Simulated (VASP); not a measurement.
# ZrC in VASP: settings compared

Aim: see how the results for ZrC move with the level of theory and the settings. Levels: PBE, PBEsol-based screened hybrid, PBE-based screened hybrid. Tasks: single point.

All numbers are computed with VASP 6.6.1; they aren't measurements. Logs are shortened: lines on timing, memory, paths and dates and some standing lists are left out, and cuts for length are marked.

## Step 1: The cell of the first run

The typed cell holds 2 atoms: a = 3.600 Å, b = 3.600 Å, c = 3.600 Å, α = 60.00°, β = 60.00°, γ = 60.00°.

## Step 2: Single point, PBE (atoms moved at random)

INCAR reads:

```
SYSTEM = ZrC
ALGO = Normal ; EDIFF = 1E-6
ENCUT = 520 ; GGA = PE
ISIF = 2 ; ISMEAR = -1
LASPH = .True. ; LCHARG = .False.
LREAL = .False. ; LWAVE = .False.
NBANDS = 15 ; NELM = 80
PREC = Accurate ; SIGMA = 0.05
```

KPOINTS reads:

```
k-points
0
Gamma
  9 9 9
  0 0 0
```

POSCAR reads:

```
ZrC
1.0
    0.0000000000      2.5455200000      2.5455200000
    2.5455200000      0.0000000000      2.5455200000
    2.5455200000      2.5455200000      0.0000000000
Zr C
1 1
Direct
    0.5043030000      0.5051820000      0.4823560000
    0.7418760000      0.7524940000      0.7544180000
```

Potentials or basis: VASP PAW PBE potentials, release 64 (Zr_sv, C).

Launch:

```
cat potpaw_PBE.64/Zr_sv/POTCAR potpaw_PBE.64/C/POTCAR > POTCAR
mpirun -np 1 vasp_std > vasp.out
```

OUTCAR:

```text
SYSTEM = ZrC
   EDIFF = 1E-6
   ENCUT = 520
   GGA = PE
   ISIF = 2
   ISMEAR = -1
   LASPH = .True.
   LREAL = .False.
   NELM = 80
   PREC = Accurate

 ion  position               nearest neighbor table
   1  0.504  0.505  0.482-   2 2.14   2 2.21   2 2.23   2 2.24
   2  0.742  0.752  0.754-   1 2.14   1 2.21   1 2.23   1 2.24

  LATTYP: Found a face centered cubic cell.
 ALAT       =     5.0910400000

  Lattice vectors:

 A1 = (   0.0000000000,   2.5455200000,   2.5455200000)
 A2 = (   2.5455200000,   0.0000000000,   2.5455200000)
 A3 = (   2.5455200000,   2.5455200000,   0.0000000000)

Analysis of symmetry for initial positions (statically):
=====================================================================
 Subroutine PRICEL returns:
 Original cell was already a primitive cell.

 Routine SETGRP: Setting up the symmetry group for a
 face centered cubic supercell.

 Subroutine GETGRP returns: Found  1 space group operations
 (whereof  1 operations were pure point group operations)
 out of a pool of 48 trial point group operations.

The static configuration has the point symmetry C_1 .

Analysis of symmetry for dynamics (positions and initial velocities):
=====================================================================
 Subroutine PRICEL returns:
 Original cell was already a primitive cell.

 Routine SETGRP: Setting up the symmetry group for a
 face centered cubic supercell.

 Subroutine GETGRP returns: Found  1 space group operations
 (whereof  1 operations were pure point group operations)
 out of a pool of 48 trial point group operations.

The dynamic configuration has the point symmetry C_1 .

 Subroutine INISYM returns: Found  1 space group operations
 (whereof  1 operations are pure point group operations),
 and found     1 'primitive' translations

----------------------------------------------------------------------------------------

                                     Primitive cell

  volume of cell :      32.9883

  direct lattice vectors                    reciprocal lattice vectors
     0.000000000  2.545520000  2.545520000    -0.196423521  0.196423521  0.196423521
     2.545520000  0.000000000  2.545520000     0.196423521 -0.196423521  0.196423521
     2.545520000  2.545520000  0.000000000     0.196423521  0.196423521 -0.196423521

  length of vectors
     3.599908907  3.599908907  3.599908907     0.340215517  0.340215517  0.340215517

  position of ions in fractional coordinates (direct lattice)
     0.504303000  0.505182000  0.482356000
     0.741876000  0.752494000  0.754418000

  ion indices of the primitive-cell ions
   primitive index   ion index
                 1           1
                 2           2

----------------------------------------------------------------------------------------

 KPOINTS: k-points

Automatic generation of k-mesh.
 Grid dimensions read from file:
 generate k-points for:    9    9    9

 Generating k-lattice:

  Cartesian coordinates                     Fractional coordinates (reciprocal lattice)
    -0.021824836  0.021824836  0.021824836     0.111111111  0.000000000  0.000000000
     0.021824836 -0.021824836  0.021824836     0.000000000  0.111111111  0.000000000
     0.021824836  0.021824836 -0.021824836     0.000000000  0.000000000  0.111111111

  Length of vectors
     0.037801724  0.037801724  0.037801724

  Shift w.r.t. Gamma in fractional coordinates (k-lattice)
     0.000000000  0.000000000  0.000000000

 Subroutine IBZKPT returns following result:
 ===========================================

 Found    365 irreducible k-points:

 Following reciprocal coordinates:
            Coordinates               Weight
  0.000000  0.000000  0.000000      1.000000
  0.111111  0.000000  0.000000      2.000000
  0.000000  0.111111  0.000000      2.000000
  0.000000  0.000000  0.111111      2.000000
  0.111111  0.111111  0.111111      2.000000
  0.222222  0.000000  0.000000      2.000000
[... 16 lines left out ...]
  0.111111  0.000000  0.222222      2.000000
  0.111111  0.111111 -0.111111      2.000000
 [... further k-points ...]
   k-points           NKPTS =    365   k-points in BZ     NKDIM =    365   number of bands    NBANDS=     15
   number of dos      NEDOS =    301   number of ions     NIONS =      2
   total plane-waves  NPLWV =  21952
   dimension x,y,z NGX =    28 NGY =   28 NGZ =   28
   dimension x,y,z NGXF=    56 NGYF=   56 NGZF=   56
   ions per type =               1   1
   NGX,Y,Z   is equivalent  to a cutoff of  12.93, 12.93, 12.93 a.u.
   NGXF,Y,Z  is equivalent  to a cutoff of  25.86, 25.86, 25.86 a.u.
 SYSTEM =  ZrC
   PREC   = accura    normal or accurate (medium, high low for compatibility)
   ISTART =      0    job   : 0-new  1-cont  2-samecut
   ICHARG =      2    charge: 1-file 2-atom 10-const
   ISPIN  =      1    spin polarized calculation?
   LNONCOLLINEAR =      F non collinear calculations
   LSORBIT =      F    spin-orbit coupling
   LASPH  =      T    aspherical Exc in radial PAW
   ENCUT  =  520.0 eV  38.22 Ry    6.18 a.u.   6.69  6.69  6.69*2*pi/ulx,y,z
   NELM   =     80;   NELMIN=  2; NELMDL= -5     # of ELM steps
   EDIFF  = 0.1E-05   stopping-criterion for ELM
   LREAL  =      F    real-space projection
   EDIFFG = 0.1E-04   stopping-criterion for IOM
   NSW    =      0    number of steps for IOM
   IBRION =     -1    ionic relax: 0-MD 1-quasi-New 2-CG
   NFREE  =      0    steps in history (QN), initial steepest desc. (CG)
   ISIF   =      2    stress and relaxation
   ISYM   =      2    0-nonsym 1-usesym 2-fastsym
   POTIM  = 0.5000    time-step for ionic-motion
   TEBEG  =    0.0;   TEEND  =   0.0 temperature during run
   PSTRESS=    0.0 pullay stress
   NELECT =      16.0000    total number of electrons
   NUPDOWN=      -1.0000    fix difference up-down
   EMIN   =  10.00;   EMAX   =-10.00  energy-range for DOS
   EFERMI =   0.00;   METHOD = LEGACY
   ISMEAR =    -1;   SIGMA  =   0.05  broadening in eV -4-tet -1-fermi 0-gaus
   EFERMI_NEDOS =   21; number of points for ismear=-14 and -15
   IALGO  =     38    algorithm
   IMIX   =      4    mixing-type and parameters
     AMIX     =   0.40;   BMIX     =  1.00
     AMIX_MAG =   1.60;   BMIX_MAG =  1.00
  volume/ion in A,a.u.               =      16.49       111.31
  Fermi-wavevector in a.u.,A,eV,Ry     =   1.286259  2.430676 22.510313  1.654461
  Thomas-Fermi vector in A             =   2.418344
   LORBIT       =      0    0 simple, 1 ext, 2 COOP (PROOUT), +10 PAW based schemes
   GGA     = PE    functional components
   LHFCALC =     F    Hartree Fock is set to
   AEXX    =    0.0000 exact exchange contribution
   IVDW    =     0    specifies the selected vdW correction
   LEPSILON=     F    determine dielectric tensor
   LRPA    =     F    only Hartree local field effects (RPA)
 non-spin polarized calculation
  energy-cutoff  :      520.00
  volume of cell :       32.99
 maximum number of plane-waves:       907
   NGX = 13   NGY = 13   NGZ = 13

 number of electron      16.0000000 magnetization

 Free energy of the ion-electron system (eV)
  ---------------------------------------------------
  ext. energy  EPLUGINS =         0.00000000
  ---------------------------------------------------
  free energy    TOTEN  =       -18.20501858 eV

  energy without entropy =      -18.20468288  energy(sigma->0) =      -18.20485073

 E-fermi :   6.8011     XC(G=0): -10.6724

 val. band max:        6.5485677449   @ k =   0.1111  -0.4444  -0.4444
 cond. band min:       7.0299657287   @ k =   0.1111  -0.3333   0.4444
 fundamental gap:      0.4813979839
 Fermi energy:         6.8011420460

 k-point     1 :       0.0000    0.0000    0.0000
  band No.  band energies     occupation
      1     -41.4224      2.00000
      2     -19.3389      2.00000
      3     -19.3341      2.00000
      4     -19.3270      2.00000
      5      -3.2902      2.00000
      6       4.1899      2.00000
      7       4.3042      2.00000
      8       4.3477      2.00000
      9       9.6096      0.00000
     10       9.6114      0.00000
     11       9.8918      0.00000
     12      14.6531      0.00000
     13      14.8359      0.00000
     14      15.3965      0.00000
     15      20.4684      0.00000

 k-point     2 :       0.1111    0.0000    0.0000
  band No.  band energies     occupation
      1     -41.4180      2.00000
      2     -19.3891      2.00000
      3     -19.3410      2.00000
      4     -19.3347      2.00000
      5      -3.1317      2.00000
      6       4.1228      2.00000
      7       4.3106      2.00000
      8       4.3861      2.00000
      9       9.4842      0.00000
     10       9.4970      0.00000
     11      10.4473      0.00000
     12      14.3861      0.00000
     13      15.0439      0.00000
     14      15.5047      0.00000
     15      19.2641      0.00000

 k-point     3 :       0.0000    0.1111    0.0000
  band No.  band energies     occupation
      1     -41.4180      2.00000
      2     -19.3848      2.00000
      3     -19.3453      2.00000
      4     -19.3357      2.00000
      5      -3.1277      2.00000
      6       4.0854      2.00000
      7       4.3250      2.00000
      8       4.4269      2.00000
      9       9.4716      0.00000
     10       9.4893      0.00000
     11      10.4306      0.00000
     12      14.5612      0.00000
     13      14.9007      0.00000
     14      15.4748      0.00000
     15      19.1491      0.00000

 k-point     4 :       0.0000    0.0000    0.1111
  band No.  band energies     occupation
      1     -41.4179      2.00000
      2     -19.3807      2.00000
      3     -19.3460      2.00000
      4     -19.3413      2.00000
      5      -3.1175      2.00000
      6       4.0097      2.00000
      7       4.4187      2.00000
      8       4.4546      2.00000
      9       9.4602      0.00000
     10       9.4627      0.00000
     11      10.3783      0.00000
     12      14.8526      0.00000
     13      15.0042      0.00000
     14      15.0875      0.00000
     15      18.8927      0.00000
[... 307 lines left out ...]
 k-point    22 :       0.0000    0.2222    0.1111
  band No.  band energies     occupation
      1     -41.4076      2.00000
      2     -19.4793      2.00000
      3     -19.3764      2.00000
      4     -19.3612      2.00000
      5      -2.7565      2.00000
      6       3.6829      2.00000
      7       4.5900      2.00000
      8       4.7176      2.00000
      9       8.7188      0.00000
     10       9.8513      0.00000
     11      11.5482      0.00000
     12      14.3698      0.00000
     13      14.6611      0.00000
     14      15.4493      0.00000
     15      17.9132      0.00000

 k-point    23 :       0.1111    0.0000    0.2222
  band No.  band energies     occupation
      1     -41.4074      2.00000
      2     -19.4800      2.00000
      3     -19.3738      2.00000
      4     -19.3697      2.00000
      5      -2.7272      2.00000
      6       3.6670      2.00000
      7       4.6914      2.00000
      8       4.7671      2.00000
      9       8.6861      0.00000
     10       9.7731      0.00000
     11      11.3618      0.00000
     12      14.6442      0.00000
     13      14.6932      0.00000
     14      15.1640      0.00000
     15      17.7461      0.00000

 k-point    24 :       0.1111    0.1111   -0.1111
  band No.  band energies     occupation
      1     -41.4074      2.00000
      2     -19.4801      2.00000
      3     -19.3762      2.00000
      4     -19.3668      2.00000
      5      -2.7293      2.00000
      6       3.6657      2.00000
      7       4.6736      2.00000
      8       4.7780      2.00000
      9       8.6861      0.00000
     10       9.7801      0.00000
     11      11.3774      0.00000
     12      14.5896      0.00000
     13      14.7021      0.00000
     14      15.2068      0.00000
     15      17.7482      0.00000

 [... further k-points ...]
[... 5 lines left out ...]
  --------------------------------------------------------------------------------------
  -------------------------------------------------------------------------------------
  Total        0.0674493      0.0992683      0.0841386      0.3415644     -0.4305444     -0.2315384
  in kB        3.2758850      4.8212703      4.0864499     16.5891290    -20.9107224    -11.2453796
  external PRESSURE =       4.0612017 kB  Pullay stress =       0.0000000 kB

 VOLUME and BASIS-vectors are now :
 -----------------------------------------------------------------------------
  energy-cutoff  :      520.00
  volume of cell :       32.99
      direct lattice vectors                 reciprocal lattice vectors
     0.000000000  2.545520000  2.545520000    -0.196423521  0.196423521  0.196423521
     2.545520000  0.000000000  2.545520000     0.196423521 -0.196423521  0.196423521
     2.545520000  2.545520000  0.000000000     0.196423521  0.196423521 -0.196423521

 POSITION                                       TOTAL-FORCE (eV/Angst)
 -----------------------------------------------------------------------------------
      2.51380      2.51156      2.56966         0.538675      0.319300     -0.437639
      3.83587      3.80885      3.80395        -0.538675     -0.319300      0.437639
 -----------------------------------------------------------------------------------
    total drift:                                0.000007      0.000055     -0.000021

  FREE ENERGIE OF THE ION-ELECTRON SYSTEM (eV)
  ---------------------------------------------------
  free  energy   TOTEN  =       -18.2050185843 eV

  energy  without entropy=      -18.2046828841  energy(sigma->0) =      -18.20485073
```

It took 3.3 min on 1 thread of Intel Xeon Platinum 8259CL at 2.50GHz (Skylake/Cascade Lake), shared host; peak memory 0.3 GiB.

Results:

```
Free energy            : -18.2050 eV
Pressure               : 0.4 GPa
Largest force          : 0.764 eV/Å
Band gap on the k mesh : 0.48 eV, indirect (least direct gap 0.56 eV)
```

Forces in eV/Å, atoms in the order of the input:
```
Zr   0.539  0.319 -0.438
C   -0.539 -0.319  0.438
```

Levels at points of the mesh, in eV from the valence-band top:
```csv
k point,band 4,band 5,band 6,band 7,band 8,band 9,band 10,band 11,band 12,band 13
"(0.00, 0.00, 0.00)",-25.88,-9.84,-2.36,-2.24,-2.20,3.06,3.06,3.34,8.10,8.29
```

Caveat: the cell differs from its parent crystal (atoms moved at random).

(Continued in part 2 of 2.)
